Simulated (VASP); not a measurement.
Here is a VASP 6.6.1 calculation.

File INCAR:

```
SYSTEM = Sb
PREC     = Accurate       ! precision mode
ENCUT    = 520            ! plane-wave cutoff, eV
EDIFF    = 1E-6           ! SCF threshold, eV
ISMEAR   = -1             ! smearing method
SIGMA    = 0.05           ! smearing width, eV
LREAL    = .False.        ! projectors in reciprocal space
LASPH    = .True.         ! aspherical terms in the spheres
NELM     = 100            ! most SCF steps
ALGO     = Normal         ! electronic algorithm
ISIF     = 2              ! what is computed and relaxed
LWAVE    = .False.        ! write WAVECAR
LCHARG   = .True.         ! write CHGCAR
GGA      = PE             ! functional
LELF     = .True.         ! ELF
LVHAR    = .True.       
NBANDS   = 18             ! bands
```

File KPOINTS:

```
regular mesh
0
Gamma
  7 7 7
  0 0 0
```

POSCAR

```
Sb
1.0
   -4.0830431818      4.0830431818      2.0521409013
    4.0830431818     -4.0830431818      2.0521409013
    4.0830431818      4.0830431818     -2.0521409013
Sb
4
Direct
    0.6512630600      0.1512630600      0.8025261200
    0.1512630600      0.3487369400      0.5000000000
    0.3487369400      0.8487369400      0.1974738800
    0.8487369400      0.6512630600      0.5000000000
```

Potentials or basis: VASP PAW PBE potentials, release 64 (Sb).

Launch:

```sh
$ cat potpaw_PBE.64/Sb/POTCAR > POTCAR
$ mpirun -np 1 vasp_std > vasp.out
```

Predict the band gap on the k mesh.

zero (band 10 reaches 6.31 eV, above the bottom of band 11 at 4.79 eV).

What does it give for the largest force?

0.061 eV/Å.

Forces in eV/Å, atoms in the order of the input:
```
Sb  -0.043 -0.043  0.000
Sb   0.043 -0.043  0.000
Sb   0.043  0.043  0.000
Sb  -0.043  0.043  0.000
```

Caveat: spin-orbit coupling is left out, which moves the levels of the heavy elements.
